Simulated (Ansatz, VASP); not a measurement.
# Two plane-wave programs on K2Nb2O

INCAR

```
SYSTEM = K2Nb2O
PREC = Accurate
ENCUT = 520
EDIFF = 1E-6
ISMEAR = 0
SIGMA = 0.1
LREAL = .FALSE.
LASPH = .TRUE.
NELM = 150
ALGO = Normal
ISIF = 2
LWAVE = .FALSE.
LCHARG = .FALSE.
ISPIN = 2
MAGMOM = 0.26 0.04 2.15 2.15 0
LORBIT = 11
LMAXMIX = 4
GGA = PE
NBANDS = 37
```

KPOINTS

```
Automatic mesh
0
G
  4 4 4
  0 0 0
```

The input POSCAR:

```
K2Nb2O
1.0
    5.3558615900      0.0000000000      0.0000000000
    0.0000000000      5.3558615900      0.0000000000
    0.0000000000      0.0000000000      4.3567294400
K Nb O
2 2 1
Direct
    0.0000000000      0.0000000000      0.0000000000
    0.5000000000      0.5000000000      0.5000000000
    0.5000000000      0.0000000000      0.0000000000
    0.0000000000      0.5000000000      0.0000000000
    0.5000000000      0.5000000000      0.0000000000
```

Input for Ansatz:

```yaml
crystal:
  lattice:
    - [5.35586159, 0.0, 0.0]
    - [0.0, 5.35586159, 0.0]
    - [0.0, 0.0, 4.35672944]
  atoms:
    - { symbol: K, position: [0.0, 0.0, 0.0] }
    - { symbol: K, position: [0.5, 0.5, 0.5] }
    - { symbol: Nb, position: [0.5, 0.0, 0.0] }
    - { symbol: Nb, position: [0.0, 0.5, 0.0] }
    - { symbol: O, position: [0.5, 0.5, 0.0] }
basis:
  ecutwfc: 420
kpoints:
  mp_grid: { grid: [4, 4, 4] }
hamiltonian:
  xc: pbe
scf:
  occupations: { method: gaussian, width: 0.1 }
  lower_state_search: "off"
output:
  forces: true
  stress: true
  eigenvalues: true
  populations: true
magnetization:
  spin_polarized: true
```

Alike in both runs: task single point; functional PBE; k mesh 4 × 4 × 4; occupations gaussian, width 0.1 eV; collinear spin.

|  | VASP | Ansatz |
| --- | --- | --- |
| version | VASP 6.6.1 | Ansatz 0.2.0 |
| potentials or method | VASP PAW PBE potentials, release 64 (K_sv, Nb_sv, O), cutoff 520 eV | scalar-relativistic, plane waves, PAW |
| valence electrons in the cell | 50 | 50 |

Ansatz gave:

* gap on the k mesh at the Fermi level (eV): none
* pressure (GPa): 5.5
* traceless stress, the component that is largest in VASP (GPa): 8.66
* net moment per atom (μB): 1.34
* size of the moment on the site where the two differ most (μB): 1.96

What did VASP give for the same quantities?

gap on the k mesh at the Fermi level (eV): none; pressure (GPa): 5.8; traceless stress, the component that is largest in VASP (GPa): 8.94; net moment per atom (μB): 1.34; size of the moment on the site where the two differ most (μB): 2.15.

Site moments also hang on the region over which each program counts them. A gap of «none» marks a metal or a gap that the smearing closes. The functional is the same, so the differences come from potentials, cutoffs and numerics. Ansatz's warnings: no starting moments.

The k mesh is coarse, so the values compare programs but aren't converged.
